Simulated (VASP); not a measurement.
# Cr (P6_3/mmc) in VASP: further runs, part 2 of 2

VASP 6.6.1. Earlier steps stand in the parts before.

## Step 4: Single point, r2SCAN, collinear spin, ferromagnetic start (volume scaled by 1.04)

Contents of POSCAR:

```
Cr
1.0
    2.4890248914      0.0000000000      0.0000000000
   -1.2445124457      2.1555587866      0.0000000000
    0.0000000000      0.0000000000      4.5305838917
Cr
2
Direct
    0.3333333333      0.6666666667      0.2500000000
    0.6666666667      0.3333333333      0.7500000000
```

Contents of INCAR.step1:

```
PREC = Accurate
ENCUT = 520
ISMEAR = -1
SIGMA = 0.05
LREAL = False
LASPH = True
NELM = 150
ISPIN = 2
MAGMOM = 1.5 1.5
LMAXMIX = 4
NBANDS = 23
GGA = PE
ALGO = Normal
EDIFF = 1E-4
LWAVE = True
LCHARG = False
```

Contents of INCAR.step2:

```
PREC = Accurate
ENCUT = 520
EDIFF = 1E-6
ISMEAR = -1
SIGMA = 0.05
LREAL = False
LASPH = True
NELM = 150
ALGO = Normal
ISIF = 2
LWAVE = False
LCHARG = False
ISPIN = 2
MAGMOM = 1.5 1.5
LORBIT = 11
LMAXMIX = 4
METAGGA = R2SCAN
LMIXTAU = True
NBANDS = 23
ISTART = 1
```

Contents of KPOINTS:

```
regular mesh
0
Gamma
  16 16 8
```

Potentials or basis: VASP PAW PBE potentials, release 64 (Cr_pv).

Run with:

```sh
cat potpaw_PBE.64/Cr_pv/POTCAR > POTCAR
cp INCAR.step1 INCAR
mpirun -np 1 vasp_std > vasp.out
cp INCAR.step2 INCAR
mpirun -np 1 vasp_std > vasp.out
```

OUTCAR:

```text
PREC = Accurate
   ENCUT = 520
   EDIFF = 1E-6
   ISMEAR = -1
   LREAL = False
   LASPH = True
   NELM = 150
   ISIF = 2
   ISPIN = 2
   LORBIT = 11
   METAGGA = R2SCAN
   ISTART = 1

 ion  position               nearest neighbor table
   1  0.333  0.667  0.250-   2 2.68   2 2.68   2 2.68   2 2.68   2 2.68   2 2.68
   2  0.667  0.333  0.750-   1 2.68   1 2.68   1 2.68   1 2.68   1 2.68   1 2.68

  LATTYP: Found a hexagonal cell.
 ALAT       =     2.4890248914
 C/A-ratio  =     1.8202244210

  Lattice vectors:

 A1 = (   2.4890248914,   0.0000000000,   0.0000000000)
 A2 = (  -1.2445124457,   2.1555587866,   0.0000000000)
 A3 = (   0.0000000000,   0.0000000000,   4.5305838917)

Analysis of symmetry for initial positions (statically):
=====================================================================
 Subroutine PRICEL returns:
 Original cell was already a primitive cell.

 Routine SETGRP: Setting up the symmetry group for a
 hexagonal supercell.

 Subroutine GETGRP returns: Found 24 space group operations
 (whereof 12 operations were pure point group operations)
 out of a pool of 24 trial point group operations.

The static configuration has the point symmetry D_3d.
 The point group associated with its full space group is D_6h.

Analysis of symmetry for dynamics (positions and initial velocities):
=====================================================================
 Subroutine PRICEL returns:
 Original cell was already a primitive cell.

 Routine SETGRP: Setting up the symmetry group for a
 hexagonal supercell.

 Subroutine GETGRP returns: Found 24 space group operations
 (whereof 12 operations were pure point group operations)
 out of a pool of 24 trial point group operations.

The dynamic configuration has the point symmetry D_3d.
 The point group associated with its full space group is D_6h.

Analysis of structural, dynamic, and magnetic symmetry:
=====================================================================
 Subroutine PRICEL returns:
 Original cell was already a primitive cell.

 Routine SETGRP: Setting up the symmetry group for a
 hexagonal supercell.

 Subroutine GETGRP returns: Found 24 space group operations
 (whereof 12 operations were pure point group operations)
 out of a pool of 24 trial point group operations.

The overall configuration has the point symmetry D_3d.
 The point group associated with its full space group is D_6h.

 Subroutine INISYM returns: Found 24 space group operations
 (whereof 12 operations are pure point group operations),
 and found     1 'primitive' translations

----------------------------------------------------------------------------------------

                                     Primitive cell

  volume of cell :      24.3077

  direct lattice vectors                    reciprocal lattice vectors
     2.489024891  0.000000000  0.000000000     0.401763760  0.231958415  0.000000000
    -1.244512446  2.155558787  0.000000000     0.000000000  0.463916830  0.000000000
     0.000000000  0.000000000  4.530583892     0.000000000  0.000000000  0.220722102

  length of vectors
     2.489024891  2.489024891  4.530583892     0.463916830  0.463916830  0.220722102

  position of ions in fractional coordinates (direct lattice)
     0.333333333  0.666666667  0.250000000
     0.666666667  0.333333333  0.750000000
[... 70 lines left out ...]
   ICHARG =      0    charge: 1-file 2-atom 10-const
   ISPIN  =      2    spin polarized calculation?
   LNONCOLLINEAR =      F non collinear calculations
   LSORBIT =      F    spin-orbit coupling
   LASPH  =      T    aspherical Exc in radial PAW
   ENCUT  =  520.0 eV  38.22 Ry    6.18 a.u.   4.63  4.63  8.42*2*pi/ulx,y,z
   NELM   =    150;   NELMIN=  2; NELMDL=  0     # of ELM steps
   EDIFF  = 0.1E-05   stopping-criterion for ELM
   LREAL  =      F    real-space projection
   EDIFFG = 0.1E-04   stopping-criterion for IOM
   NSW    =      0    number of steps for IOM
   IBRION =     -1    ionic relax: 0-MD 1-quasi-New 2-CG
   NFREE  =      0    steps in history (QN), initial steepest desc. (CG)
   ISIF   =      2    stress and relaxation
   ISYM   =      2    0-nonsym 1-usesym 2-fastsym
   POTIM  = 0.5000    time-step for ionic-motion
   TEBEG  =    0.0;   TEEND  =   0.0 temperature during run
   PSTRESS=    0.0 pullay stress
   NELECT =      24.0000    total number of electrons
   NUPDOWN=      -1.0000    fix difference up-down
   EMIN   =  10.00;   EMAX   =-10.00  energy-range for DOS
   EFERMI =   0.00;   METHOD = LEGACY
   ISMEAR =    -1;   SIGMA  =   0.05  broadening in eV -4-tet -1-fermi 0-gaus
   EFERMI_NEDOS =   21; number of points for ismear=-14 and -15
   IALGO  =     38    algorithm
   IMIX   =      4    mixing-type and parameters
     AMIX     =   0.40;   BMIX     =  1.00
     AMIX_MAG =   1.60;   BMIX_MAG =  1.00
  volume/ion in A,a.u.               =      12.15        82.02
  Fermi-wavevector in a.u.,A,eV,Ry     =   1.630162  3.080560 36.156513  2.657429
  Thomas-Fermi vector in A             =   2.722509
   LORBIT       =     11    0 simple, 1 ext, 2 COOP (PROOUT), +10 PAW based schemes
   METAGGA = R2SCAN    functional components
   LHFCALC =     F    Hartree Fock is set to
   AEXX    =    0.0000 exact exchange contribution
   IVDW    =     0    specifies the selected vdW correction
   LEPSILON=     F    determine dielectric tensor
   LRPA    =     F    only Hartree local field effects (RPA)
 spin polarized calculation
  energy-cutoff  :      520.00
  volume of cell :       24.31
 maximum number of plane-waves:       674
 NGX is ok and might be reduce to    20
   NGX =  9   NGY =  9   NGZ = 17

 number of electron      24.0000000 magnetization       0.0000305

 Free energy of the ion-electron system (eV)
  ---------------------------------------------------
  ext. energy  EPLUGINS =         0.00000000
  ---------------------------------------------------
  free energy    TOTEN  =       -28.66818678 eV

  energy without entropy =      -28.64608111  energy(sigma->0) =      -28.65713395

 E-fermi :  10.1013     XC(G=0): -14.6187

 val. band max:       10.0965279548   @ k =   0.4375  -0.0000   0.1250
 cond. band min:      10.1014000722   @ k =   0.4375   0.0625   0.0000
 fundamental gap:      0.0048721174
 Fermi energy:        10.1013404629

 spin component 1

 k-point     1 :       0.0000    0.0000    0.0000
  band No.  band energies     occupation
      1     -34.8269      1.00000
      2     -34.2081      1.00000
      3     -34.0088      1.00000
      4     -34.0088      1.00000
      5     -33.9538      1.00000
      6     -33.9537      1.00000
[... 613 lines left out ...]
     22      22.5583      0.00000
     23      23.9901      0.00000

 [... further k-points ...]

 spin component 2

 k-point     1 :       0.0000    0.0000    0.0000
  band No.  band energies     occupation
      1     -34.8269      1.00000
      2     -34.2081      1.00000
      3     -34.0088      1.00000
      4     -34.0088      1.00000
      5     -33.9537      1.00000
      6     -33.9537      1.00000
[... 613 lines left out ...]
     22      22.5583      0.00000
     23      23.9901      0.00000

 [... further k-points ...]

------------------------ aborting loop because EDIFF is reached ----------------------------------------

  FORCE on cell =-STRESS in cart. coord.  units (eV):
  Direction    XX          YY          ZZ          XY          YZ          ZX
  --------------------------------------------------------------------------------------
  -------------------------------------------------------------------------------------
  Total       -1.3781619     -1.3781619     -1.1263780      0.0000000     -0.0000000      0.0000000
  in kB      -90.8379931    -90.8379931    -74.2423086      0.0000000     -0.0000000      0.0000000
  external PRESSURE =     -85.3060983 kB  Pullay stress =       0.0000000 kB

 VOLUME and BASIS-vectors are now :
 -----------------------------------------------------------------------------
  energy-cutoff  :      520.00
  volume of cell :       24.31
      direct lattice vectors                 reciprocal lattice vectors
     2.489024891  0.000000000  0.000000000     0.401763760  0.231958415  0.000000000
    -1.244512446  2.155558787  0.000000000     0.000000000  0.463916830  0.000000000
     0.000000000  0.000000000  4.530583892     0.000000000  0.000000000  0.220722102

 POSITION                                       TOTAL-FORCE (eV/Angst)
 -----------------------------------------------------------------------------------
     -0.00000      1.43704      1.13265         0.000000     -0.000000      0.000000
      1.24451      0.71852      3.39794        -0.000000      0.000000      0.000000
 -----------------------------------------------------------------------------------
    total drift:                               -0.000000      0.000000     -0.000000

  FREE ENERGIE OF THE ION-ELECTRON SYSTEM (eV)
  ---------------------------------------------------
  free  energy   TOTEN  =       -28.6681867819 eV

  energy  without entropy=      -28.6460811097  energy(sigma->0) =      -28.65713395

 total charge

# of ion       s       p       d       tot
------------------------------------------
    1        0.700   6.379   4.146  11.225
    2        0.700   6.379   4.146  11.225
--------------------------------------------------
tot          1.400  12.758   8.292  22.449

 magnetization (x)

# of ion       s       p       d       tot
------------------------------------------
    1        0.000   0.000   0.000   0.000
    2        0.000   0.000   0.000   0.000
--------------------------------------------------
tot          0.000   0.000   0.000   0.000
```

Run time: 9.7 min. Hardware: 1 thread of AMD EPYC 7R13 (Zen 3), shared host; peak memory 0.21 GiB.

Results:

* Free energy: -28.6682 eV
* Pressure: -8.5 GPa
* Band gap on the k mesh: zero (filled and empty bands overlap)
* Net moment: 0.00 μB per cell
* Valence electrons inside the program's atomic spheres: Cr 11.22

Stress tensor (GPa, compression positive):
```
-9.08  0.00  0.00
 0.00 -9.08  0.00
 0.00  0.00 -7.42
```

Caveat: the starting moments collapsed, and a magnetic state may lie lower; the PAW data sets were made with another functional, which shifts forces and pressure a little.
